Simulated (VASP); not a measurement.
# Li2S (Fm-3m) in VASP: notebook

The runs below take Li2S through vibrations by perturbation theory, with PBE.

Program: VASP 6.6.1. These are calculated values, not measurements. Logs are shortened: lines on timing, memory, paths and dates and some standing lists are left out, and cuts for length are marked.

**1. The cell of the first run**

Symmetry: Fm-3m, No. 225, cubic system. Conventional cell: a = 4.995 Å, b = 4.995 Å, c = 4.995 Å, α = 90.00°, β = 90.00°, γ = 90.00°. Li (site symmetry -43m) has 4 S at 2.16 Å and 6 Li at 2.50 Å within 2.9 Å. Within 2.9 Å of S (site symmetry m-3m) lie 8 Li at 2.16 Å.

**2. Vibrations by perturbation theory, PBE**

Contents of INCAR:

```
PREC = Accurate
ENCUT = 750
EDIFF = 1E-8
ISMEAR = 0
SIGMA = 0.01
LREAL = False
LASPH = True
NELM = 120
ALGO = Normal
ISIF = 2
LWAVE = False
LCHARG = True
GGA = PE
IBRION = 8
NSW = 1
LEPSILON = True
GGA_COMPAT = False
```

Contents of KPOINTS:

```
Automatic mesh
0
Gamma
  8 8 8
```

Contents of POSCAR:

```
Li2S
1.0
    0.0000000000      2.4974461719      2.4974461719
    2.4974461719      0.0000000000      2.4974461719
    2.4974461719      2.4974461719      0.0000000000
Li S
2 1
Direct
    0.2500000000      0.2500000000      0.2500000000
    0.7500000000      0.7500000000      0.7500000000
    0.0000000000      0.0000000000      0.0000000000
```

Potentials or basis: VASP PAW PBE potentials, release 64 (Li_sv, S).

Run with:

```
$ cat potpaw_PBE.64/Li_sv/POTCAR potpaw_PBE.64/S/POTCAR > POTCAR
$ mpirun -np 1 vasp_std > vasp.out
```

OUTCAR:

```text
PREC = Accurate
   ENCUT = 750
   EDIFF = 1E-8
   ISMEAR = 0
   LREAL = False
   LASPH = True
   NELM = 120
   ISIF = 2
   GGA = PE
   IBRION = 8
   NSW = 1
   LEPSILON = True

 ion  position               nearest neighbor table
   1  0.250  0.250  0.250-   3 2.16   3 2.16   3 2.16   3 2.16   2 2.50   2 2.50   2 2.50   2 2.50
                             2 2.50   2 2.50
   2  0.750  0.750  0.750-   3 2.16   3 2.16   3 2.16   3 2.16   1 2.50   1 2.50   1 2.50   1 2.50
                             1 2.50   1 2.50
   3  0.000  0.000  0.000-   2 2.16   2 2.16   2 2.16   1 2.16   2 2.16   1 2.16   1 2.16   1 2.16

  LATTYP: Found a face centered cubic cell.
 ALAT       =     4.9948923438

  Lattice vectors:

 A1 = (   0.0000000000,   2.4974461719,   2.4974461719)
 A2 = (   2.4974461719,   0.0000000000,   2.4974461719)
 A3 = (   2.4974461719,   2.4974461719,   0.0000000000)

Analysis of symmetry for initial positions (statically):
=====================================================================
 Subroutine PRICEL returns:
 Original cell was already a primitive cell.

 Routine SETGRP: Setting up the symmetry group for a
 face centered cubic supercell.

 Subroutine GETGRP returns: Found 48 space group operations
 (whereof 48 operations were pure point group operations)
 out of a pool of 48 trial point group operations.

The static configuration has the point symmetry O_h .

Analysis of symmetry for dynamics (positions and initial velocities):
=====================================================================
 Subroutine PRICEL returns:
 Original cell was already a primitive cell.

 Routine SETGRP: Setting up the symmetry group for a
 face centered cubic supercell.

 Subroutine GETGRP returns: Found 48 space group operations
 (whereof 48 operations were pure point group operations)
 out of a pool of 48 trial point group operations.

The dynamic configuration has the point symmetry O_h .

 Subroutine INISYM returns: Found 48 space group operations
 (whereof 48 operations are pure point group operations),
 and found     1 'primitive' translations

----------------------------------------------------------------------------------------

                                     Primitive cell

  volume of cell :      31.1543

  direct lattice vectors                    reciprocal lattice vectors
     0.000000000  2.497446172  2.497446172    -0.200204515  0.200204515  0.200204515
     2.497446172  0.000000000  2.497446172     0.200204515 -0.200204515  0.200204515
     2.497446172  2.497446172  0.000000000     0.200204515  0.200204515 -0.200204515

  length of vectors
     3.531922248  3.531922248  3.531922248     0.346764392  0.346764392  0.346764392

  position of ions in fractional coordinates (direct lattice)
     0.250000000  0.250000000  0.250000000
     0.750000000  0.750000000  0.750000000
     0.000000000  0.000000000  0.000000000

  ion indices of the primitive-cell ions
   primitive index   ion index
                 1           1
                 2           2
                 3           3

----------------------------------------------------------------------------------------

[... 480 lines left out ...]

------------------------ aborting loop because EDIFF is reached ----------------------------------------

--------------------------------------- Ionic step        3  -------------------------------------------

------------------------ aborting loop because EDIFF is reached ----------------------------------------

 PIEZOELECTRIC TENSOR FIELD DIRECTION 3  (e Angst)
 -----------------------------------------------------------------------------
    -0.00021  0.00000  0.00000           ( -0.00000  0.00000  0.00000)
     0.00000 -0.00021  0.00000           (  0.00000 -0.00000 -0.00000)
     0.00000  0.00000 -0.00111           (  0.00000 -0.00000  0.00000)

 PIEZOELECTRIC TENSOR FIELD DIRECTION 3  (C/m^2)
 -----------------------------------------------------------------------------
    -0.00011  0.00000  0.00000
     0.00000 -0.00011  0.00000
     0.00000  0.00000 -0.00057

[... ionic steps 4 to 9 ...]

--------------------------------------- Ionic step       10  -------------------------------------------

 Free energy of the ion-electron system (eV)
  ---------------------------------------------------
  ---------------------------------------------------
  free energy    TOTEN  =        -0.10828769 eV

  energy without entropy =       -0.10828769

------------------------ aborting loop because EDIFF is reached ----------------------------------------

 INTERNAL STRAIN TENSOR  FOR ION    3  DIRECTION 1   (eV/Angst):
 -----------------------------------------------------------------------------
    -0.00615  0.00000 -0.00000
     0.00000  0.01183  0.00000
     0.00000  0.00000  0.01183

 MACROSCOPIC STATIC DIELECTRIC TENSOR (including local field effects in DFT)
 ------------------------------------------------------
           4.384479    -0.000000     0.000000
          -0.000000     4.384479     0.000000
           0.000000    -0.000000     4.384479
 ------------------------------------------------------

 PIEZOELECTRIC TENSOR (including local field effects)  for field in x, y, z        (e  Angst)
          XX          YY          ZZ          XY          YZ          ZX
  --------------------------------------------------------------------------------
  x     0.00000     0.00000     0.00000     0.00000     0.00000     0.00000
  y     0.00000     0.00000     0.00000     0.00000     0.00000     0.00000
  z     0.00000     0.00000     0.00000     0.00000     0.00000     0.00000

 PIEZOELECTRIC TENSOR (including local field effects)  for field in x, y, z        (C/m^2)
          XX          YY          ZZ          XY          YZ          ZX
  --------------------------------------------------------------------------------
  x     0.00000     0.00000     0.00000     0.00000     0.00000     0.00000
  y     0.00000     0.00000     0.00000     0.00000     0.00000     0.00000
  z     0.00000     0.00000     0.00000     0.00000     0.00000     0.00000

 BORN EFFECTIVE CHARGES (including local field effects) (in |e|, cummulative output)
 ---------------------------------------------------------------------------------
 ion    1
    1     0.77159     0.00000     0.00000
    2     0.00000     0.77159     0.00000
    3     0.00000     0.00000     0.77159
 ion    2
    1     0.77159     0.00000     0.00000
    2     0.00000     0.77159     0.00000
    3     0.00000     0.00000     0.77159
 ion    3
    1    -1.54318     0.00000     0.00000
    2     0.00000    -1.54318    -0.00000
    3     0.00000     0.00000    -1.54318

 INTERNAL STRAIN TENSOR FOR ION    3 for displacements in x,y,z  (eV/Angst):
          X           Y           Z          XY          YZ          ZX
  --------------------------------------------------------------------------------
  x     0.00000     0.00000     0.00000     0.00000     0.00000     0.00000
  y     0.00000     0.00000     0.00000     0.00000     0.00000     0.00000
  z     0.00000     0.00000     0.00000     0.00000     0.00000     0.00000

 SECOND DERIVATIVES (NOT SYMMETRIZED)
 ------------------------------------
               1X          1Y          1Z          2X          2Y          2Z          3X          3Y          3Z
  1X    -7.979248    0.000000    0.000000    1.719326    0.000000    0.000000    6.259922   -0.000000   -0.000000
  1Y     0.000000   -7.979248   -0.000000    0.000000    1.719326    0.000000   -0.000000    6.259922    0.000000
  1Z     0.000000   -0.000000   -7.979248    0.000000    0.000000    1.719326   -0.000000    0.000000    6.259922
  2X     1.719326    0.000000    0.000000   -7.979248    0.000000    0.000000    6.259922   -0.000000   -0.000000
  2Y     0.000000    1.719326    0.000000    0.000000   -7.979248   -0.000000   -0.000000    6.259922    0.000000
  2Z     0.000000    0.000000    1.719326    0.000000   -0.000000   -7.979248   -0.000000    0.000000    6.259922
  3X     6.351679    0.000000    0.000000    6.351679    0.000000    0.000000  -12.703359    0.000000    0.000000
  3Y     0.000000    6.351679    0.000000    0.000000    6.351679    0.000000    0.000000  -12.703359    0.000000
  3Z     0.000000    0.000000    6.351679    0.000000    0.000000    6.351679    0.000000    0.000000  -12.703359

 Eigenvectors and eigenvalues of the dynamical matrix
 ----------------------------------------------------

   1 f  =   18.388473 THz   115.538183 2PiTHz  613.373435 cm-1    76.048579 meV
             X         Y         Z           dx          dy          dz
      1.248723  1.248723  1.248723    -0.118029   -0.118541    0.687035
      3.746169  3.746169  3.746169     0.118029    0.118541   -0.687035
      0.000000  0.000000  0.000000     0.000000    0.000000    0.000000
[... 43 lines left out ...]
   9 f/i=    0.059585 THz     0.374386 2PiTHz    1.987556 cm-1     0.246425 meV
             X         Y         Z           dx          dy          dz
      1.248723  1.248723  1.248723     0.000000   -0.000000   -0.391987
      3.746169  3.746169  3.746169     0.000000   -0.000000   -0.391987
      0.000000  0.000000  0.000000     0.000000    0.000000   -0.832282

--------------------------------------------------------------------------------------------------------

 MACROSCOPIC STATIC DIELECTRIC TENSOR IONIC CONTRIBUTION
 ------------------------------------------------------
           1.094085    -0.000000    -0.000000
          -0.000000     1.094085    -0.000000
          -0.000000    -0.000000     1.094085
 ------------------------------------------------------

 ELASTIC MODULI CONTR FROM IONIC RELAXATION (kBar)
 Direction    XX          YY          ZZ          XY          YZ          ZX
 --------------------------------------------------------------------------------
 XX          -0.0000     -0.0000     -0.0000     -0.0000     -0.0000     -0.0000
 YY          -0.0000     -0.0000     -0.0000     -0.0000     -0.0000     -0.0000
 ZZ          -0.0000     -0.0000     -0.0000     -0.0000     -0.0000     -0.0000
 XY          -0.0000     -0.0000     -0.0000   -706.7267      0.0000      0.0000
 YZ          -0.0000     -0.0000     -0.0000      0.0000   -706.7267     -0.0000
 ZX          -0.0000     -0.0000     -0.0000      0.0000     -0.0000   -706.7267
 --------------------------------------------------------------------------------

 PIEZOELECTRIC TENSOR IONIC CONTR  for field in x, y, z        (C/m^2)
          XX          YY          ZZ          XY          YZ          ZX
  --------------------------------------------------------------------------------
  x    -0.00000     0.00000     0.00000     0.00000    -0.00000     0.00000
  y     0.00000     0.00000    -0.00000    -0.00000     0.00000     0.00000
  z    -0.00000     0.00000     0.00000     0.00000     0.00000     0.00000
```

It took 3.2 min on 1 thread of Intel Xeon 6975P-C (Granite Rapids), shared host; peak memory 0.29 GiB.

What came out:

```
Electronic dielectric tensor (diagonal)                 : 4.38
Born charges (mean of the diagonal)                     : Li +0.77; S -1.54 e
Highest phonon frequency at Γ, LO-TO splitting left out : 613 cm⁻¹
```

Phonon frequencies in cm⁻¹ (negative: imaginary):
| q point | frequencies |
| --- | --- |
| (0.000, 0.000, 0.000) | -2 -2 -2 592 592 592 613 613 613 |

Electronic dielectric tensor:
```
4.38 0.00 0.00
0.00 4.38 0.00
0.00 0.00 4.38
```

Born effective charge tensors (e):
atom 1, Li
```
0.77 0.00 0.00
0.00 0.77 0.00
0.00 0.00 0.77
```
atom 2, Li
```
0.77 0.00 0.00
0.00 0.77 0.00
0.00 0.00 0.77
```
atom 3, S
```
-1.54  0.00  0.00
 0.00 -1.54  0.00
 0.00  0.00 -1.54
```

Caveat: the cell stands under pressure or tension, which shifts response properties.

**3. Vibrations by perturbation theory, PBE**

This run uses another cell than the first one, of 11.87 Å³/atom.

Contents of INCAR:

```
SYSTEM = Li2S
ALGO = Normal
EDIFF = 1E-8
ENCUT = 750
GGA = PE
GGA_COMPAT = .False.
IBRION = 8
ISIF = 2
ISMEAR = 0
LASPH = .True.
LCHARG = .False.
LEPSILON = .True.
LREAL = .False.
LWAVE = .False.
NELM = 120
NSW = 1
PREC = Accurate
SIGMA = 0.01
```

Contents of KPOINTS:

```
k-points
0
Gamma
  8 8 8
  0 0 0
```

Contents of POSCAR:

```
Li2S
1.0
    0.0000000000      2.6113954930      2.6113954930
    2.6113954930      0.0000000000      2.6113954930
    2.6113954930      2.6113954930      0.0000000000
Li S
2 1
Direct
    0.2500000000      0.2500000000      0.2500000000
    0.7500000000      0.7500000000      0.7500000000
    0.0000000000      0.0000000000      0.0000000000
```

Potentials or basis: VASP PAW PBE potentials, release 64 (Li_sv, S).

Run with:

```
$ cat potpaw_PBE.64/Li_sv/POTCAR potpaw_PBE.64/S/POTCAR > POTCAR
$ mpirun -np 1 vasp_std > vasp.out
```

OUTCAR:

```text
SYSTEM = Li2S
   EDIFF = 1E-8
   ENCUT = 750
   GGA = PE
   IBRION = 8
   ISIF = 2
   ISMEAR = 0
   LASPH = .True.
   LEPSILON = .True.
   LREAL = .False.
   NELM = 120
   NSW = 1
   PREC = Accurate

 ion  position               nearest neighbor table
   1  0.250  0.250  0.250-   3 2.26   3 2.26   3 2.26   3 2.26
   2  0.750  0.750  0.750-   3 2.26   3 2.26   3 2.26   3 2.26
   3  0.000  0.000  0.000-   2 2.26   2 2.26   2 2.26   1 2.26   2 2.26   1 2.26   1 2.26   1 2.26

  LATTYP: Found a face centered cubic cell.
 ALAT       =     5.2227909860

  Lattice vectors:

 A1 = (   0.0000000000,   2.6113954930,   2.6113954930)
 A2 = (   2.6113954930,   0.0000000000,   2.6113954930)
[... 629 lines left out ...]
  2X     1.358984    0.000000    0.000000   -5.661959    0.000000    0.000000    4.302975    0.000000    0.000000
  2Y     0.000000    1.358984    0.000000    0.000000   -5.661959    0.000000    0.000000    4.302975    0.000000
  2Z     0.000000    0.000000    1.358984    0.000000    0.000000   -5.661959    0.000000    0.000000    4.302975
  3X     4.371046    0.000000    0.000000    4.371046    0.000000    0.000000   -8.742093    0.000000    0.000000
  3Y     0.000000    4.371046    0.000000    0.000000    4.371046    0.000000    0.000000   -8.742093    0.000000
  3Z     0.000000    0.000000    4.371046    0.000000    0.000000    4.371046    0.000000    0.000000   -8.742093

 Eigenvectors and eigenvalues of the dynamical matrix
 ----------------------------------------------------

   1 f  =   15.645500 THz    98.303576 2PiTHz  521.877706 cm-1    64.704560 meV
             X         Y         Z           dx          dy          dz
      1.305698  1.305698  1.305698    -0.464705   -0.528297    0.070365
      3.917093  3.917093  3.917093     0.464705    0.528297   -0.070365
      0.000000  0.000000  0.000000    -0.000000    0.000000    0.000000
[... 43 lines left out ...]
   9 f/i=    0.053307 THz     0.334937 2PiTHz    1.778128 cm-1     0.220460 meV
             X         Y         Z           dx          dy          dz
      1.305698  1.305698  1.305698     0.301296   -0.248809   -0.033020
      3.917093  3.917093  3.917093     0.301296   -0.248809   -0.033020
      0.000000  0.000000  0.000000     0.639356   -0.527979   -0.070070

--------------------------------------------------------------------------------------------------------

 MACROSCOPIC STATIC DIELECTRIC TENSOR IONIC CONTRIBUTION
 ------------------------------------------------------
           1.646744    -0.000000     0.000000
          -0.000000     1.646744     0.000000
           0.000000     0.000000     1.646744
 ------------------------------------------------------

 ELASTIC MODULI CONTR FROM IONIC RELAXATION (kBar)
 Direction    XX          YY          ZZ          XY          YZ          ZX
 --------------------------------------------------------------------------------
 XX           0.0000      0.0000      0.0000      0.0000      0.0000      0.0000
 YY           0.0000      0.0000      0.0000      0.0000      0.0000      0.0000
 ZZ           0.0000      0.0000      0.0000      0.0000      0.0000      0.0000
 XY           0.0000      0.0000      0.0000   -349.1622      0.0000     -0.0000
 YZ           0.0000      0.0000      0.0000      0.0000   -349.1622     -0.0000
 ZX           0.0000      0.0000      0.0000     -0.0000     -0.0000   -349.1622
 --------------------------------------------------------------------------------

 PIEZOELECTRIC TENSOR IONIC CONTR  for field in x, y, z        (C/m^2)
          XX          YY          ZZ          XY          YZ          ZX
  --------------------------------------------------------------------------------
  x     0.00000     0.00000     0.00000    -0.00000     0.00000    -0.00000
  y     0.00000     0.00000     0.00000    -0.00000     0.00000     0.00000
  z     0.00000     0.00000     0.00000     0.00000    -0.00000     0.00000
```

OSZICAR:

```text
N       E                     dE             d eps       ncg     rms          rms(c)
DAV:   1     0.494431218069E+02    0.49443E+02   -0.71946E+03   580   0.157E+03
DAV:   2    -0.576987047879E+01   -0.55213E+02   -0.52400E+02   730   0.236E+02
DAV:   3    -0.115906631954E+02   -0.58208E+01   -0.57975E+01   958   0.634E+01
[... 258 lines left out ...]
RMM:  11    -0.108998498995E+00    0.12927E-06    0.27345E-06  2929   0.337E-04    0.824E-05
RMM:  12    -0.108998467026E+00    0.31969E-07   -0.51401E-07  2951   0.202E-04    0.269E-05
RMM:  13    -0.108998463268E+00    0.37581E-08    0.72092E-07  2840   0.133E-04    0.160E-05
RMM:  14    -0.108998446979E+00    0.16289E-07    0.26733E-08  2936   0.951E-05    0.683E-06
RMM:  15    -0.108998429211E+00    0.17767E-07    0.24885E-07  2701   0.755E-05    0.546E-06
RMM:  16    -0.108998425211E+00    0.40006E-08    0.42147E-08  2439   0.651E-05    0.348E-06
 Linear response finished
```

Run time: 5.1 min. Hardware: 1 thread of Intel Xeon 6975P-C (Granite Rapids), shared host; peak memory 0.32 GiB.

Results:

- Electronic dielectric tensor (diagonal): 4.17
- Born charges (mean of the diagonal): Li +0.84; S -1.68 e
- Highest phonon frequency at Γ, LO-TO splitting left out: 522 cm⁻¹

Phonon frequencies in cm⁻¹ (negative: imaginary):
| q point | frequencies |
| --- | --- |
| (0.000, 0.000, 0.000) | -2 -2 -2 491 491 491 522 522 522 |

Electronic dielectric tensor:
```
4.17 0.00 0.00
0.00 4.17 0.00
0.00 0.00 4.17
```

Born effective charge tensors (e):
atom 1, Li
```
0.84 0.00 0.00
0.00 0.84 0.00
0.00 0.00 0.84
```
atom 2, Li
```
0.84 0.00 0.00
0.00 0.84 0.00
0.00 0.00 0.84
```
atom 3, S
```
-1.68  0.00  0.00
 0.00 -1.68  0.00
 0.00  0.00 -1.68
```

Caveat: the cell stands under pressure or tension, which shifts response properties.

(Continued in part 2 of 2.)
